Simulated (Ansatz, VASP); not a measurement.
**Si8C6N in VASP and in Ansatz**

```
Si N C
1.0
    -3.07600   -5.32779    0.00000
     4.61400   -2.66389    0.00000
     0.00000    0.00000    5.04800
Si N C
8 1 6
Cartesian
  -0.0806 -3.5053 0.1041
  1.4873 -4.4106 2.6161
  3.0664 -3.5503 0.0261
  0.0133 -1.9073 2.4880
  1.5201 -0.8777 -0.0205
  3.1158 -1.7989 2.5586
  1.5318 -6.2082 0.0261
  -1.4176 -4.3857 2.4880
  1.5829 -0.9139 1.8655
  1.5124 -4.4250 4.5200
  3.0905 -3.5609 1.9355
  -0.0048 -1.7462 4.4047
  3.0515 -1.7618 4.4441
  1.5531 -6.2238 1.9355
  -1.5662 -4.4506 4.4047
```

Alike in both runs: functional PBE; k mesh 2 × 2 × 2; occupations gaussian, width 0.02 eV; collinear spin.

Ansatz relaxed the structure, and its values are those at the end. VASP's run is a single point on that final structure, the one shown.

|  | VASP | Ansatz |
| --- | --- | --- |
| version | VASP 6.6.1 | Ansatz 0.2.0 |
| potentials or method | VASP PAW PBE potentials, release 64 (Si, N, C), cutoff 520 eV | scalar-relativistic, plane waves, PAW |
| valence electrons in the cell | 61 | 61 |

Ansatz gave:

- rms of the force components (eV/Å): 0.004
- net moment per atom (μB): 0.02

Problem. Estimate VASP's values.

Solution. rms of the force components (eV/Å): 0.007; net moment per atom (μB): 0.02.

The k mesh is coarse, so the values compare programs but aren't converged.
